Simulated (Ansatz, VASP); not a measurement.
Co: VASP beside Ansatz

File INCAR:

```
  AGGAC = 1.0
  AGGAX = 1.0
  ALDAC = 0.0
  ALDAX = 1.0
  ALGO = Normal
  EDIFF = 1E-6
  ENCUT = 520
  GGA = B5
  ISIF = 2
  ISMEAR = -1
  ISPIN = 2
  LASPH = T
  LCHARG = F
  LMAXMIX = 4
  LORBIT = 11
  LREAL = F
  LWAVE = F
  MAGMOM = 1.722
  NBANDS = 14
  NELM = 150
  PREC = Accurate
  SIGMA = 0.05
```

The input KPOINTS:

```
k-points
0
Gamma
  25 25 25
```

File POSCAR:

```
Co
1.0
    0.0000000000      1.7867754460      1.7867754460
    1.7867754460      0.0000000000      1.7867754460
    1.7867754460      1.7867754460      0.0000000000
Co
1
Direct
    0.0000000000      0.0000000000      0.0000000000
```

Input for Ansatz:

```yaml
crystal:
  lattice:
    - [0.0, 1.786775446, 1.786775446]
    - [1.786775446, 0.0, 1.786775446]
    - [1.786775446, 1.786775446, 0.0]
  atoms:
    - { symbol: Co, position: [0.0, 0.0, 0.0], spin: 1.722 }
hamiltonian:
  xc: blyp
  pseudopotentials:
    kind: paw
    azcp:
      Co: "pseudopotentials/Co.paw.azcp"
basis:
  ecutwfc: 420
  fft_grid_basis: typed
kpoints:
  mp_grid: { grid: [25, 25, 25], shift: [0, 0, 0] }
magnetization:
  spin_polarized: true
scf:
  occupations: { method: fermi_dirac, width: 0.05 }
```

Alike in both runs: task single point; functional BLYP; k mesh 25 × 25 × 25; occupations fermi-dirac, width 0.05 eV; collinear spin.

|  | VASP | Ansatz |
| --- | --- | --- |
| version | VASP 6.6.1 | Ansatz 0.2.0 |
| potentials or method | VASP PAW PBE potentials, release 64 (Co), cutoff 520 eV | plane waves (420 eV) with PAW, scalar-relativistic |
| valence electrons in the cell | 9 | 17 |

|  | VASP | Ansatz | Ansatz less VASP |
| --- | --- | --- | --- |
| net moment per atom (μB) | 1.64 | 1.65 | +0.014 |
| size of the moment on the site where the two differ most (μB) | 1.66 | 1.71 | +0.057 |

VASP's potentials were made for PBE, not for BLYP. Site moments also hang on the region over which each program counts them. The functional is the same, so the differences come from potentials, cutoffs and numerics. VASP's potentials hold 9 valence electrons a cell and Ansatz's 17, so a difference there can come from the potentials and not from the codes.
